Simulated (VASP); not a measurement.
Write the native input for VASP 6.6.1 that does the following.

- Task: single point
- Functional: r2SCAN
- Potentials or basis: VASP PAW PBE potentials, release 64 (Ag)
- Cutoff: 520 eV
- k mesh: 14 × 14 × 14
- Occupations: fermi-dirac, width 0.1 eV
- Spin: no spin polarisation
- Dipole correction: no
- Further INCAR settings: ALGO = Normal; EDIFF = 1e-06; NBANDS = 12

The system is Ag.

```
CELL_PARAMETERS angstrom
0.00000 2.05190 2.05190
2.05190 0.00000 2.05190
2.05190 2.05190 0.00000
ATOMIC_POSITIONS crystal
Ag 0.00000 0.00000 0.00000
```

The input as run:

POSCAR

```
Ag
1.0
    0.0000000000      2.0519023311      2.0519023311
    2.0519023311      0.0000000000      2.0519023311
    2.0519023311      2.0519023311      0.0000000000
Ag
1
Direct
    0.0000000000      0.0000000000      0.0000000000
```

INCAR.step1

```
SYSTEM = Ag
PREC = Accurate ; ENCUT = 520
ISMEAR = -1 ; SIGMA = 0.1
LREAL = .False. ; LASPH = .True.
NELM = 100 ; NBANDS = 12
GGA = PE ; ALGO = Normal
EDIFF = 1E-4 ; LWAVE = .True.
LCHARG = .False.
```

INCAR.step2

```
SYSTEM = Ag
PREC = Accurate ; ENCUT = 520
EDIFF = 1E-6 ; ISMEAR = -1
SIGMA = 0.1 ; LREAL = .False.
LASPH = .True. ; NELM = 100
ALGO = Normal ; ISIF = 2
LWAVE = .False. ; LCHARG = .True.
METAGGA = R2SCAN ; LMIXTAU = .True.
LELF = .True. ; LVHAR = .True.
NBANDS = 12 ; ISTART = 1
```

KPOINTS

```
regular mesh
0
Gamma
  14 14 14
  0 0 0
```

Potentials or basis: VASP PAW PBE potentials, release 64 (Ag).

Command:

```bash
$ cat potpaw_PBE.64/Ag/POTCAR > POTCAR
$ cp INCAR.step1 INCAR
$ mpirun -np 1 vasp_std > vasp.out
$ cp INCAR.step2 INCAR
$ mpirun -np 1 vasp_std > vasp.out
```

It gave:

```yaml
Pressure: 0.2 GPa
```

Caveat: the PAW data sets were made with another functional, which shifts forces and pressure a little.

Run time: 3.1 min on 1 thread of AMD EPYC 7571 (shared host), peak memory 0.13 GiB.
